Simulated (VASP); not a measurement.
# GaSb (F-43m) in VASP: further runs

The runs below take GaSb through single point, relaxation of cell and atoms, with PBE.

All numbers are computed with VASP 6.6.1; they aren't measurements. Logs are shortened: lines on timing, memory, paths and dates and some standing lists are left out, and cuts for length are marked.

### 1 The cell of the first run

The structure is cubic, space group F-43m (No. 216). Conventional cell: a = 5.651 Å, b = 5.651 Å, c = 5.651 Å, α = 90.00°, β = 90.00°, γ = 90.00°. Within 3.2 Å of Ga (site symmetry -43m) lie 4 Sb at 2.45 Å. Sb (site symmetry -43m) has 4 Ga at 2.45 Å within 3.2 Å.

### 2 Single point, PBE

INCAR

```
SYSTEM = GaSb
ALGO = Normal
EDIFF = 1E-6
ENCUT = 500
GGA = PE
GGA_COMPAT = .FALSE.
ISIF = 2
ISMEAR = -1
LASPH = .TRUE.
LCHARG = .FALSE.
LREAL = .FALSE.
LWAVE = .FALSE.
NBANDS = 16
NELM = 120
PREC = Accurate
SIGMA = 0.15
```

KPOINTS

```
k-points
0
G
  12 12 12
  0 0 0
```

POSCAR

```
GaSb
1.0
    0.0000000000      2.8253821885      2.8253821885
    2.8253821885      0.0000000000      2.8253821885
    2.8253821885      2.8253821885      0.0000000000
Ga Sb
1 1
Direct
    0.0000000000      0.0000000000      0.0000000000
    0.7500000000      0.7500000000      0.7500000000
```

Potentials or basis: VASP PAW PBE potentials, release 64 (Ga_d, Sb).

Command:

```
> cat potpaw_PBE.64/Ga_d/POTCAR potpaw_PBE.64/Sb/POTCAR > POTCAR
> mpirun -np 1 vasp_std > vasp.out
```

OUTCAR:

```text
SYSTEM = GaSb
   EDIFF = 1E-6
   ENCUT = 500
   GGA = PE
   ISIF = 2
   ISMEAR = -1
   LASPH = .TRUE.
   LREAL = .FALSE.
   NELM = 120
   PREC = Accurate

 ion  position               nearest neighbor table
   1  0.000  0.000  0.000-   2 2.45   2 2.45   2 2.45   2 2.45
   2  0.750  0.750  0.750-   1 2.45   1 2.45   1 2.45   1 2.45

  LATTYP: Found a face centered cubic cell.
 ALAT       =     5.6507643770

  Lattice vectors:

 A1 = (   0.0000000000,   2.8253821885,   2.8253821885)
 A2 = (   2.8253821885,   0.0000000000,   2.8253821885)
 A3 = (   2.8253821885,   2.8253821885,   0.0000000000)

Analysis of symmetry for initial positions (statically):
=====================================================================
 Subroutine PRICEL returns:
 Original cell was already a primitive cell.

 Routine SETGRP: Setting up the symmetry group for a
 face centered cubic supercell.

 Subroutine GETGRP returns: Found 24 space group operations
 (whereof 24 operations were pure point group operations)
 out of a pool of 48 trial point group operations.

The static configuration has the point symmetry T_d .

Analysis of symmetry for dynamics (positions and initial velocities):
=====================================================================
 Subroutine PRICEL returns:
 Original cell was already a primitive cell.

 Routine SETGRP: Setting up the symmetry group for a
 face centered cubic supercell.

 Subroutine GETGRP returns: Found 24 space group operations
 (whereof 24 operations were pure point group operations)
 out of a pool of 48 trial point group operations.

The dynamic configuration has the point symmetry T_d .

 Subroutine INISYM returns: Found 24 space group operations
 (whereof 24 operations are pure point group operations),
 and found     1 'primitive' translations

----------------------------------------------------------------------------------------

                                     Primitive cell

  volume of cell :      45.1088

  direct lattice vectors                    reciprocal lattice vectors
     0.000000000  2.825382188  2.825382188    -0.176967209  0.176967209  0.176967209
     2.825382188  0.000000000  2.825382188     0.176967209 -0.176967209  0.176967209
     2.825382188  2.825382188  0.000000000     0.176967209  0.176967209 -0.176967209

  length of vectors
     3.995693810  3.995693810  3.995693810     0.306516197  0.306516197  0.306516197

  position of ions in fractional coordinates (direct lattice)
     0.000000000  0.000000000  0.000000000
     0.750000000  0.750000000  0.750000000

  ion indices of the primitive-cell ions
   primitive index   ion index
                 1           1
                 2           2

----------------------------------------------------------------------------------------

 KPOINTS: k-points

Automatic generation of k-mesh.
 Grid dimensions read from file:
 generate k-points for:   12   12   12

 Generating k-lattice:

  Cartesian coordinates                     Fractional coordinates (reciprocal lattice)
    -0.014747267  0.014747267  0.014747267     0.083333333  0.000000000  0.000000000
     0.014747267 -0.014747267  0.014747267     0.000000000  0.083333333  0.000000000
     0.014747267  0.014747267 -0.014747267     0.000000000  0.000000000  0.083333333

  Length of vectors
     0.025543016  0.025543016  0.025543016

  Shift w.r.t. Gamma in fractional coordinates (k-lattice)
     0.000000000  0.000000000  0.000000000

 Subroutine IBZKPT returns following result:
 ===========================================

 Found     72 irreducible k-points:

 Following reciprocal coordinates:
            Coordinates               Weight
  0.000000  0.000000  0.000000      1.000000
  0.083333  0.000000  0.000000      8.000000
  0.166667  0.000000  0.000000      8.000000
  0.250000  0.000000  0.000000      8.000000
  0.333333  0.000000  0.000000      8.000000
  0.416667  0.000000  0.000000      8.000000
[... 16 lines left out ...]
  0.500000  0.166667  0.000000     24.000000
 -0.416667  0.166667  0.000000     24.000000
 [... further k-points ...]
   k-points           NKPTS =     72   k-points in BZ     NKDIM =     72   number of bands    NBANDS=     16
   number of dos      NEDOS =    301   number of ions     NIONS =      2
   total plane-waves  NPLWV =  27000
   dimension x,y,z NGX =    30 NGY =   30 NGZ =   30
   dimension x,y,z NGXF=    60 NGYF=   60 NGZF=   60
   ions per type =               1   1
   NGX,Y,Z   is equivalent  to a cutoff of  12.48, 12.48, 12.48 a.u.
   NGXF,Y,Z  is equivalent  to a cutoff of  24.96, 24.96, 24.96 a.u.
 SYSTEM =  GaSb
   PREC   = accura    normal or accurate (medium, high low for compatibility)
   ISTART =      0    job   : 0-new  1-cont  2-samecut
   ICHARG =      2    charge: 1-file 2-atom 10-const
   ISPIN  =      1    spin polarized calculation?
   LNONCOLLINEAR =      F non collinear calculations
   LSORBIT =      F    spin-orbit coupling
   LASPH  =      T    aspherical Exc in radial PAW
   ENCUT  =  500.0 eV  36.75 Ry    6.06 a.u.   7.29  7.29  7.29*2*pi/ulx,y,z
   NELM   =    120;   NELMIN=  2; NELMDL= -5     # of ELM steps
   EDIFF  = 0.1E-05   stopping-criterion for ELM
   LREAL  =      F    real-space projection
   EDIFFG = 0.1E-04   stopping-criterion for IOM
   NSW    =      0    number of steps for IOM
   IBRION =     -1    ionic relax: 0-MD 1-quasi-New 2-CG
   NFREE  =      0    steps in history (QN), initial steepest desc. (CG)
   ISIF   =      2    stress and relaxation
   ISYM   =      2    0-nonsym 1-usesym 2-fastsym
   POTIM  = 0.5000    time-step for ionic-motion
   TEBEG  =    0.0;   TEEND  =   0.0 temperature during run
   PSTRESS=    0.0 pullay stress
   NELECT =      18.0000    total number of electrons
   NUPDOWN=      -1.0000    fix difference up-down
   EMIN   =  10.00;   EMAX   =-10.00  energy-range for DOS
   EFERMI =   0.00;   METHOD = LEGACY
   ISMEAR =    -1;   SIGMA  =   0.15  broadening in eV -4-tet -1-fermi 0-gaus
   EFERMI_NEDOS =   21; number of points for ismear=-14 and -15
   IALGO  =     38    algorithm
   IMIX   =      4    mixing-type and parameters
     AMIX     =   0.40;   BMIX     =  1.00
     AMIX_MAG =   1.60;   BMIX_MAG =  1.00
  volume/ion in A,a.u.               =      22.55       152.20
  Fermi-wavevector in a.u.,A,eV,Ry     =   1.205254  2.277599 19.764318  1.452636
  Thomas-Fermi vector in A             =   2.340955
   LORBIT       =      0    0 simple, 1 ext, 2 COOP (PROOUT), +10 PAW based schemes
   GGA     = PE    functional components
   LHFCALC =     F    Hartree Fock is set to
   AEXX    =    0.0000 exact exchange contribution
   IVDW    =     0    specifies the selected vdW correction
   LEPSILON=     F    determine dielectric tensor
   LRPA    =     F    only Hartree local field effects (RPA)
 non-spin polarized calculation
  energy-cutoff  :      500.00
  volume of cell :       45.11
 maximum number of plane-waves:      1167
 NGX is ok and might be reduce to    30
   NGX = 15   NGY = 15   NGZ = 15

 number of electron      17.9999996 magnetization

 Free energy of the ion-electron system (eV)
  ---------------------------------------------------
  ext. energy  EPLUGINS =         0.00000000
  ---------------------------------------------------
  free energy    TOTEN  =        -6.47688161 eV

  energy without entropy =       -6.47148055  energy(sigma->0) =       -6.47418108

 E-fermi :   7.8289     XC(G=0): -10.1763

 val. band max:        7.6695874461   @ k =   0.0000   0.0000   0.0000
 cond. band min:       8.0822900355   @ k =   0.4167   0.4167   0.0000
 fundamental gap:      0.4127025894
 Fermi energy:         7.8288889531

 k-point     1 :       0.0000    0.0000    0.0000
  band No.  band energies     occupation
      1      -8.0597      2.00000
      2      -8.0597      2.00000
      3      -8.0597      2.00000
      4      -7.9602      2.00000
      5      -7.9602      2.00000
      6      -5.7522      2.00000
[... 8 lines left out ...]
     15      16.7002      0.00000
     16      16.7002      0.00000

 k-point     2 :       0.0833    0.0000    0.0000
  band No.  band energies     occupation
      1      -8.0652      2.00000
      2      -8.0578      2.00000
      3      -8.0578      2.00000
      4      -7.9605      2.00000
      5      -7.9605      2.00000
      6      -5.6570      2.00000
[... 8 lines left out ...]
     15      15.9256      0.00000
     16      15.9256      0.00000

 k-point     3 :       0.1667    0.0000    0.0000
  band No.  band energies     occupation
      1      -8.0798      2.00000
      2      -8.0528      2.00000
      3      -8.0528      2.00000
      4      -7.9613      2.00000
      5      -7.9613      2.00000
      6      -5.3759      2.00000
[... 8 lines left out ...]
     15      15.3465      0.00000
     16      15.3465      0.00000

 k-point     4 :       0.2500    0.0000    0.0000
  band No.  band energies     occupation
      1      -8.0984      2.00000
      2      -8.0465      2.00000
      3      -8.0465      2.00000
      4      -7.9618      2.00000
      5      -7.9618      2.00000
      6      -4.9246      2.00000
[... 8 lines left out ...]
     15      15.3792      0.00000
     16      15.3792      0.00000
[... 324 lines left out ...]
 k-point    22 :       0.4167    0.1667    0.0000
  band No.  band energies     occupation
      1      -8.1302      2.00000
      2      -8.0329      2.00000
      3      -8.0288      2.00000
      4      -7.9708      2.00000
      5      -7.9584      2.00000
      6      -3.8188      2.00000
[... 8 lines left out ...]
     15      18.2560      0.00000
     16      18.3224      0.00000

 k-point    23 :       0.5000    0.1667    0.0000
  band No.  band energies     occupation
      1      -8.1364      2.00000
      2      -8.0315      2.00000
      3      -8.0273      2.00000
      4      -7.9683      2.00000
      5      -7.9596      2.00000
      6      -3.2722      2.00000
[... 8 lines left out ...]
     15      18.3837      0.00000
     16      18.5679      0.00000

 k-point    24 :      -0.4167    0.1667    0.0000
  band No.  band energies     occupation
      1      -8.1364      2.00000
      2      -8.0315      2.00000
      3      -8.0284      2.00000
      4      -7.9654      2.00000
      5      -7.9619      2.00000
      6      -3.1717      2.00000
[... 8 lines left out ...]
     15      16.8642      0.00000
     16      17.4344      0.00000

 [... further k-points ...]
[... 5 lines left out ...]
  --------------------------------------------------------------------------------------
  -------------------------------------------------------------------------------------
  Total        7.0768794      7.0768794      7.0768794     -0.0000000      0.0000000      0.0000000
  in kB      251.3568764    251.3568764    251.3568764     -0.0000000      0.0000000      0.0000000
  external PRESSURE =     251.3568764 kB  Pullay stress =       0.0000000 kB

 VOLUME and BASIS-vectors are now :
 -----------------------------------------------------------------------------
  energy-cutoff  :      500.00
  volume of cell :       45.11
      direct lattice vectors                 reciprocal lattice vectors
     0.000000000  2.825382188  2.825382188    -0.176967209  0.176967209  0.176967209
     2.825382188  0.000000000  2.825382188     0.176967209 -0.176967209  0.176967209
     2.825382188  2.825382188  0.000000000     0.176967209  0.176967209 -0.176967209

 POSITION                                       TOTAL-FORCE (eV/Angst)
 -----------------------------------------------------------------------------------
      0.00000      0.00000      0.00000        -0.000000      0.000000      0.000000
      4.23807      4.23807      4.23807         0.000000     -0.000000     -0.000000
 -----------------------------------------------------------------------------------
    total drift:                                0.000001      0.000001      0.000001

  FREE ENERGIE OF THE ION-ELECTRON SYSTEM (eV)
  ---------------------------------------------------
  free  energy   TOTEN  =        -6.4768816108 eV

  energy  without entropy=       -6.4714805464  energy(sigma->0) =       -6.47418108
```

Wall time 71 s (1 thread of Intel Xeon 8259CL, shared host); peak memory 0.2 GiB.

Results:

| Property | Result |
| --- | --- |
| Free energy | -6.4769 eV |
| Pressure | 25.1 GPa |
| Band gap on the k mesh | 0.41 eV (least direct gap 1.88 eV) |

Caveat: the cell stands under pressure; semilocal functionals underestimate gaps, and a narrow one can read as zero; spin-orbit coupling is left out, which moves the levels of the heavy elements. A k mesh can miss the band edges.

### 3 Relaxation of cell and atoms, PBE, target pressure 25 GPa, at which the enthalpy is minimised

This run uses another cell than the first one, of 30.02 Å³/atom.

INCAR

```
ALGO = Normal
EDIFF = 1E-7
EDIFFG = -0.001
ENCUT = 500
GGA = PE
GGA_COMPAT = False
IBRION = 2
ISIF = 3
ISMEAR = -1
LASPH = True
LCHARG = False
LREAL = False
LWAVE = False
NELM = 120
NELMIN = 4
NSW = 80
PREC = Accurate
PSTRESS = 250.0
SIGMA = 0.15
```

KPOINTS

```
k-points
0
Gamma
  12 12 12
```

POSCAR

```
GaSb
1.0
    0.0000000000      3.1078060433      3.1078060433
    3.1078060433      0.0000000000      3.1078060433
    3.1078060433      3.1078060433      0.0000000000
Ga Sb
1 1
Direct
    0.0000000000      0.0000000000      0.0000000000
    0.7500000000      0.7500000000      0.7500000000
```

Potentials or basis: VASP PAW PBE potentials, release 64 (Ga_d, Sb).

Command:

```
> cat potpaw_PBE.64/Ga_d/POTCAR potpaw_PBE.64/Sb/POTCAR > POTCAR
> mpirun -np 1 vasp_std > vasp.out
```

It took 11 min on 1 thread of Intel Xeon 8259CL, shared host; peak memory 0.24 GiB.

Results (log left out):

```yaml
Free_energy: -6.4858 eV
Relaxed_volume: 22.58 Å³/atom
Relaxed_cell: a = 3.997 Å, b = 3.997 Å, c = 3.997 Å, α = 60.00°, β = 60.00°, γ = 60.00°
Space_group_after_relaxing_to_0.1_Å: F-43m (No. 216)
Energy_change_on_relaxing_the_run_minimises_the_enthalpy: +444.8 meV/atom
Ionic_steps: 32
Pressure_after_relaxing: 25.0 GPa
Band_gap_on_the_k_mesh: 0.42 eV (least direct gap 1.87 eV)
```

The path:
```
step  energy change (eV)  largest force (eV/Å)  pressure (GPa)  volume (Å³)
   1              0.0000                0.0000            0.06        60.03
   2              9.8339                0.0000          196.04        27.90
   3              0.6280                0.0000           19.46        47.05
   4              0.7802                0.0000           22.70        45.89
   5              0.8932                0.0000           25.06        45.14
   6              0.8516                0.0000           24.22        45.41
   7              0.8539                0.0000           24.27        45.39
   8              0.8608                0.0000           24.45        45.35
   9              0.8609                0.0000           24.40        45.34
  10              0.8613                0.0000           24.41        45.34
  11              0.8621                0.0000           24.43        45.34
  12              0.8636                0.0000           24.47        45.33
  13              0.8666                0.0000           24.54        45.31
  14              0.8726                0.0000           24.69        45.27
  15              0.8848                0.0000           24.91        45.19
  16              0.8898                0.0000           25.03        45.16
  17              0.8885                0.0000           24.96        45.17
  18              0.8892                0.0000           24.99        45.16
  19              0.8892                0.0000           24.99        45.16
  20              0.8892                0.0000           24.99        45.16
  21              0.8892                0.0000           24.99        45.16
  22              0.8892                0.0000           24.99        45.16
  23              0.8892                0.0000           24.99        45.16
  24              0.8892                0.0000           24.99        45.16
  25              0.8892                0.0000           24.99        45.16
  26              0.8892                0.0000           24.99        45.16
  27              0.8892                0.0000           24.99        45.16
  28              0.8892                0.0000           24.99        45.16
  29              0.8893                0.0000           24.99        45.16
  30              0.8893                0.0000           24.99        45.16
  31              0.8894                0.0000           24.99        45.16
  32              0.8896                0.0000           24.99        45.16
```

Final structure:
```
Ga Sb
1.0
     0.00000    2.82643    2.82643
     2.82643    0.00000    2.82643
     2.82643    2.82643    0.00000
Ga Sb
1 1
Direct
  0.00000 0.00000 0.00000
  0.75000 0.75000 0.75000
```

Levels at points of the mesh, in eV from the valence-band top:
| k point | band 7 | band 8 | band 9 | band 10 | band 11 | band 12 |
| --- | --- | --- | --- | --- | --- | --- |
| (0.00, 0.00, 0.00) | 0.00 | 0.00 | 0.00 | 1.87 | 2.64 | 2.64 |
| (0.50, 0.00, 0.00) | -7.80 | -1.61 | -1.61 | 0.96 | 3.65 | 3.65 |
| (0.50, 0.50, 0.00) | -8.09 | -3.55 | -3.55 | 0.50 | 0.70 | 10.28 |

Caveat: the cell is relaxed towards a set pressure, so the run minimises the enthalpy, not the energy; the volume moved by over 15 % at a fixed basis, so the end points are rough; semilocal functionals underestimate gaps, and a narrow one can read as zero; spin-orbit coupling is left out, which moves the levels of the heavy elements. A k mesh can miss the band edges.
